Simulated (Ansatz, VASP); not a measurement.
**RuAu: VASP beside Ansatz**

```
Ru Au
1.0
     3.16481    0.00000    0.00000
     0.00000    3.16481    0.00000
     0.00000    0.00000    3.16481
Ru Au
1 1
Direct
  0.00000 0.00000 0.00000
  0.50000 0.50000 0.50000
```

Alike in both runs: functional LDA; k mesh 5 × 5 × 5; occupations fermi-dirac, width 0.05 eV; no spin polarisation.

|  | VASP | Ansatz |
| --- | --- | --- |
| version | VASP 6.6.1 | Ansatz 0.2.0 |
| potentials or method | VASP PAW LDA potentials, release 64 (Ru_pv, Au) | Ansatz PAW |
| plane-wave cutoff (eV) | 500 | 420 |
| valence electrons in the cell | 25 | 35 |
| task | single point | projected density of states |

```csv
,VASP,Ansatz,Ansatz less VASP
gap on the k mesh at the Fermi level (eV),none,none,-
pressure (GPa),-14.1,-14.7,-0.57
```

LDA's correlation is that of Perdew and Zunger in VASP and of Perdew and Wang (1992) in Ansatz. A gap of «none» marks a metal or a gap that the smearing closes. VASP's potentials hold 25 valence electrons a cell and Ansatz's 35, so a difference there can come from the potentials and not from the codes.

The k mesh is coarse, so the values compare programs but aren't converged. Spin-orbit coupling is off throughout.
